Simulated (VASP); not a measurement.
Runs of VASP 6.6.1 on HfO2 (fluorite type). The structure is that of space group Fm-3m (No. 225), or close to it. The cells are those of the table. 

```tsv
task	cell	cutoff (eV)	gap on the mesh (eV)	pressure (GPa)
single point	a = 3.566 Å, angles 60.0°, 3 atoms	520	(a)	-3.7
single point	a = 3.418 Å, angles 60.0°, 3 atoms	520	4.11	39.5
relaxation of cell and atoms	relaxed from a = 3.488 Å, angles 60.0°, 3 atoms	600	3.83	0.0
single point	a = 3.196 Å, angles 60.0°, 3 atoms	520	(c)	(b)
single point	a = 3.041 Å, angles 60.0°, 3 atoms	520	4.48	336.1
single point	a = 3.494 Å, angles 60.0°, 3 atoms	520	(d)	14.5
```

Alike in all rows: level PBEsol; potentials or basis VASP PAW PBE potentials, release 64 (Hf_pv, O); no spin polarisation; k mesh 11 × 11 × 11; smearing fermi-dirac 0.1 eV.

Fill in the values left out.

(a) 3.79; (b) 166.9; (c) 4.40; (d) 3.95.

Caveats: the PAW data sets were made with another functional, which shifts forces and pressure a little; spin-orbit coupling is left out, which moves the levels of the heavy elements; an odd mesh through Γ misses points on the zone boundary, where band edges can lie; the cell stands under pressure (at least some runs); the cell stands under tension (at least some runs).

A k mesh can miss the band edges, and the runs leave out spin-orbit coupling on Hf.
